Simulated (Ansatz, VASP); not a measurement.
# P: VASP beside Ansatz

The input INCAR:

```
PREC     = Accurate       # precision mode
ENCUT    = 520            # plane-wave cutoff, eV
EDIFF    = 1E-7           # SCF threshold, eV
ISMEAR   = 0              # smearing method
SIGMA    = 0.05           # smearing width, eV
LREAL    = False          # projectors in reciprocal space
LASPH    = True           # aspherical terms in the spheres
NELM     = 80             # most SCF steps
ALGO     = Normal         # electronic algorithm
ISIF     = 2              # what is computed and relaxed
LWAVE    = False          # write WAVECAR
LCHARG   = False          # write CHGCAR
LDIPOL   = True         
IDIPOL   = 3            
DIPOL    = 0.5 0.5 0.373
GGA      = PE             # functional
IVDW     = 12             # dispersion correction
NBANDS   = 30             # bands
```

Contents of KPOINTS:

```
regular mesh
0
Gamma
  8 6 1
```

POSCAR

```
P
1.0
    3.2961869271      0.0000000000      0.0000000000
    0.0000000000      4.4391555608      0.0000000000
    0.0000000000      0.0000000000     21.7461973993
P
8
Direct
    0.5000000000      0.9174951521      0.2069327302
    0.0000000000      0.5825048479      0.2069327302
    0.5000000000      0.0825048479      0.3045635326
    0.0000000000      0.4174951521      0.3045635326
    1.1250000000      0.7075048479      0.4406792840
    0.6250000000      0.3725145437      0.4406792840
    1.1250000000     -0.1274854563      0.5383100863
    0.6250000000      0.2075048479      0.5383100863
```

Input for Ansatz:

```yaml
crystal:
  lattice:
    - [3.2961869271, 0.0, 0.0]
    - [0.0, 4.4391555608, 0.0]
    - [0.0, 0.0, 21.7461973993]
  atoms:
    - { symbol: P, position: [0.5, 0.9174951521, 0.2069327302] }
    - { symbol: P, position: [0.0, 0.5825048479, 0.2069327302] }
    - { symbol: P, position: [0.5, 0.0825048479, 0.3045635326] }
    - { symbol: P, position: [0.0, 0.4174951521, 0.3045635326] }
    - { symbol: P, position: [1.125, 0.7075048479, 0.440679284] }
    - { symbol: P, position: [0.625, 0.3725145437, 0.440679284] }
    - { symbol: P, position: [1.125, -0.1274854563, 0.5383100863] }
    - { symbol: P, position: [0.625, 0.2075048479, 0.5383100863] }
basis:
  ecutwfc: 420
kpoints:
  mp_grid: { grid: [8, 6, 1] }
hamiltonian:
  xc: pbe
  dispersion: d3bj
scf:
  occupations: { method: gaussian, width: 0.05 }
output:
  forces: true
  eigenvalues: true
efield:
  axis: 3
  dipole_correction: true
  ramp_width: 0.04
```

Alike in both runs: task single point; functional PBE; dispersion D3(BJ); k mesh 8 × 6 × 1; occupations gaussian, width 0.05 eV; no spin polarisation.

|  | VASP | Ansatz |
| --- | --- | --- |
| version | VASP 6.6.1 | Ansatz 0.2.0 |
| potentials or method | VASP PAW PBE potentials, release 64 (P), cutoff 520 eV | scalar-relativistic, plane waves, PAW |
| valence electrons in the cell | 40 | 40 |

|  | VASP | Ansatz | Ansatz less VASP |
| --- | --- | --- | --- |
| gap on the k mesh at the Fermi level (eV) | 0.81 | 0.80 | -0.014 |
| least direct gap on the mesh (eV) | 0.81 | 0.80 | -0.014 |
| rms of the force components (eV/Å) | 0.069 | 0.076 | +0.0066 |

Atom by atom the forces differ by 0.032 eV/Å (rms over components).
